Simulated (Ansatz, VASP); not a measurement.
## Pt in VASP and in Ansatz

```
Pt
1.0
     2.62061    0.00000    0.00000
    -1.31031    2.03062    0.00000
     0.00000    0.00000    4.78138
Pt
2
Direct
  0.66667 0.33333 0.75000
  0.33333 0.66667 0.25000
```

Change from the starting cell: normal strain along x -0.0500, normal strain along y -0.1500.

Alike in both runs: task single point; functional PBE; k mesh 18 × 18 × 10; occupations gaussian, width 0.15 eV; no spin polarisation.

```csv
,VASP,Ansatz
version,VASP 6.6.1,Ansatz 0.2.0
potentials or method,"VASP PAW PBE potentials, release 64 (Pt), cutoff 520 eV","scalar-relativistic, plane waves, PAW"
valence electrons in the cell,20,36
```

Ansatz gave:

* gap on the k mesh at the Fermi level (eV): none
* pressure (GPa): 111.3
* traceless stress, the component that is largest in VASP (GPa): 68.78
* rms of the force components (eV/Å): 0.037

Problem. Estimate VASP's values.

Solution. gap on the k mesh at the Fermi level (eV): none; pressure (GPa): 110.8; traceless stress, the component that is largest in VASP (GPa): 68.31; rms of the force components (eV/Å): 0.035.

Atom by atom the forces differ by 0.001 eV/Å (rms over components). A gap of «none» marks a metal or a gap that the smearing closes. Both programs put the cell under a high pressure, so it lies far from rest at this level. VASP's potentials hold 20 valence electrons a cell and Ansatz's 36, so a difference there can come from the potentials and not from the codes.

Spin-orbit coupling is off throughout. Noted on VASP's run: the cell as given lies far from equilibrium.
